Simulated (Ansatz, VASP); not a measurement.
**One calculation of KBr, two programs**

```
CELL_PARAMETERS angstrom
0.00000 3.33017 3.33017
3.33017 0.00000 3.33017
3.33017 3.33017 0.00000
ATOMIC_POSITIONS crystal
K 0.00000 0.00000 0.00000
Br 0.50000 0.50000 0.50000
```

Alike in both runs: task single point; functional PBE; k mesh 10 × 10 × 10; occupations gaussian, width 0.05 eV; no spin polarisation.

|  | VASP | Ansatz |
| --- | --- | --- |
| version | VASP 6.6.1 | Ansatz 0.2.0 |
| potentials or method | VASP PAW PBE potentials, release 64 (K_sv, Br), cutoff 520 eV | scalar-relativistic, plane waves, PAW |
| valence electrons in the cell | 16 | 16 |

|  | VASP | Ansatz | Ansatz less VASP |
| --- | --- | --- | --- |
| gap on the k mesh at the Fermi level (eV) | 4.36 | 4.36 | +0.001 |
| least direct gap on the mesh (eV) | 4.36 | 4.36 | +0.001 |
| pressure (GPa) | 0.3 | 0.3 | -0.03 |
